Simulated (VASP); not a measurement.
AlGa3N4, 8 atoms in the cell. It takes space group P-43m (No. 215, cubic). The conventional cell has a = 4.422 Å, b = 4.422 Å, c = 4.422 Å, α = 90.00°, β = 90.00°, γ = 90.00°. Al (site symmetry -43m) has 4 N at 1.88 Å within 2.5 Å. Within 2.6 Å of Ga (site symmetry -42m) lie 4 N at 1.93 Å. N (site symmetry 3m) has 1 Al at 1.88 Å and 3 Ga at 1.93 Å within 2.5 Å. 

```yaml
Program: VASP 6.6.1
Task: single point
Functional: PBEsol
Potentials_or_basis: VASP PAW PBE potentials, release 64 (Al, Ga_d, N)
Cutoff: 520 eV
k_mesh: 6 × 6 × 6
Occupations: gaussian, width 0.02 eV
Spin: no spin polarisation
Dipole_correction: no
Further_INCAR_settings: ALGO = Normal; EDIFF = 1e-06; NBANDS = 41
```

Potentials or basis: VASP PAW PBE potentials, release 64 (Al, Ga_d, N).

Command:

```bash
$ cat potpaw_PBE.64/Al/POTCAR potpaw_PBE.64/Ga_d/POTCAR potpaw_PBE.64/N/POTCAR > POTCAR
$ mpirun -np 1 vasp_std > vasp.out
```

Hardware: 1 thread of Intel(R) Xeon(R) 6975P-C (Granite Rapids) (shared host).

**Question.** How long does it take, and how much memory?

**Answer.** Wall time 55 s on 1 thread of Intel(R) Xeon(R) 6975P-C (Granite Rapids), on a shared host, peak memory 0.22 GiB. Counts: scf iterations 14, k points 20.
